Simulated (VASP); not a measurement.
Set up this calculation in VASP 6.6.1, as the native input.

| Item | Value |
| --- | --- |
| Task | single point |
| Functional | PBEsol |
| Potentials or basis | VASP PAW PBE potentials, release 64 (Be, C, H) |
| Cutoff | 520 eV |
| k mesh | 5 × 4 × 1 |
| Occupations | fermi-dirac, width 0.15 eV |
| Spin | no spin polarisation |
| Dipole correction | no |
| Further INCAR settings | LREAL = Auto; ALGO = Normal; EDIFF = 1e-06; NBANDS = 39 |

The structure of Be18H4C lies in POSCAR:

```
Be18H4C
1.0
    4.5800000000      0.0000000000      0.0000000000
    3.4350000000      5.9495950000      0.0000000000
    0.0000000000      0.0000000000     16.5884300000
Be C H
18 1 4
Direct
    0.0000000000      0.0000000000      0.0602829804
    0.5000000000      0.0000000000      0.0602829804
    0.0000000420      0.3333332773      0.0602829804
    0.5000000420      0.3333332773      0.0602829804
   -0.0000000420      0.6666667227      0.0602829804
    0.4999999580      0.6666667227      0.0602829804
   -0.1671425857      0.2224608566      0.1703072563
    0.3328984847      0.2224660670      0.1703044230
   -0.1671474118      0.5558349770      0.1703509615
    0.3328625517      0.5558129587      0.1703454154
   -0.1671462575      0.8891615312      0.1703146711
    0.3328628476      0.8891578334      0.1703539756
   -0.0000903009      0.0000610126      0.2803799998
    0.5000403507      0.0000460536      0.2803462413
    0.0001347687      0.3332386490      0.2803391279
    0.5000130347      0.3332702478      0.2803766842
   -0.0000216440      0.6667176505      0.2803716205
    0.4999939807      0.6666936153      0.2805106330
    0.6172209664      0.6606026124      0.5102360501
    0.3715313258      0.6854743894      0.4907801401
    0.8183438499      0.4978638042      0.4878415860
    0.6524718130      0.7958911489      0.4855607191
    0.6263806464      0.6631800988      0.5763467670
```

One way to write it, as run:

INCAR

```
SYSTEM = Be18H4C
  PREC = Accurate
  ENCUT = 520
  EDIFF = 1E-6
  ISMEAR = -1
  SIGMA = 0.15
  LREAL = Auto
  LASPH = .TRUE.
  NELM = 60
  ALGO = Normal
  ISIF = 2
  LWAVE = .FALSE.
  LCHARG = .FALSE.
  GGA = PS
  NBANDS = 39
```

KPOINTS

```
regular mesh
0
G
  5 4 1
  0 0 0
```

Potentials or basis: VASP PAW PBE potentials, release 64 (Be, C, H).

Command:

```bash
$ cat potpaw_PBE.64/Be/POTCAR potpaw_PBE.64/C/POTCAR potpaw_PBE.64/H/POTCAR > POTCAR
$ mpirun -np 1 vasp_std > vasp.out
```

It gave:

```json
{"Largest force": "0.031 eV/Å", "Band gap on the k mesh": "zero (bands 22 and 23 overlap by 0.85 eV)"}
```

Caveat: there is no dipole correction, which matters where the two faces differ; the PAW data sets were made with another functional, which shifts forces and pressure a little.

Wall time 4.5 min on 1 thread of Oxide Virtual Turin-like Processor (shared host), peak memory 0.54 GiB.
